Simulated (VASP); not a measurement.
A run of VASP 6.6.1 is set up as follows.

The input INCAR:

```
SYSTEM = Al4GeRu
ALGO = Normal ; EDIFF = 1E-6
ENCUT = 520 ; GGA = PE
ISIF = 2 ; ISMEAR = 0
LASPH = .True. ; LCHARG = .False.
LREAL = .False. ; LWAVE = .False.
NBANDS = 29 ; NELM = 100
PREC = Accurate ; SIGMA = 0.1
```

The input KPOINTS:

```
k-points
0
Gamma
  4 4 4
  0 0 0
```

POSCAR

```
Al4GeRu
1.0
    0.0000000000      3.6413170264      3.6413170264
    3.6413170264      0.0000000000      3.6413170264
    3.6413170264      3.6413170264      0.0000000000
Al Ge Ru
4 1 1
Direct
    0.8728670791      0.3757109736      0.3757109736
    0.3757109736      0.3757109736      0.3757109736
    0.3757109736      0.8728670791      0.3757109736
    0.3757109736      0.3757109736      0.8728670791
    0.0000000000      0.0000000000      0.0000000000
    0.7500000000      0.7500000000      0.7500000000
```

Potentials or basis: VASP PAW PBE potentials, release 64 (Al, Ge_d, Ru_pv).

The run is started by

```sh
$ cat potpaw_PBE.64/Al/POTCAR potpaw_PBE.64/Ge_d/POTCAR potpaw_PBE.64/Ru_pv/POTCAR > POTCAR
$ mpirun -np 1 vasp_std > vasp.out
```

Task: Estimate the pressure.

Result: -0.2 GPa.

Task: What does it give for the band gap on the k mesh?

Result: Zero (band 20 reaches 9.09 eV, above the bottom of band 21 at 8.23 eV).

Forces in eV/Å, atoms in the order of the input:
```
Al   0.014 -0.014 -0.014
Al   0.014  0.014  0.014
Al  -0.014  0.014 -0.014
Al  -0.014 -0.014  0.014
Ge   0.000  0.000  0.000
Ru   0.000  0.000  0.000
```

Caveat: the k points lie up to 0.37 Å⁻¹ apart.
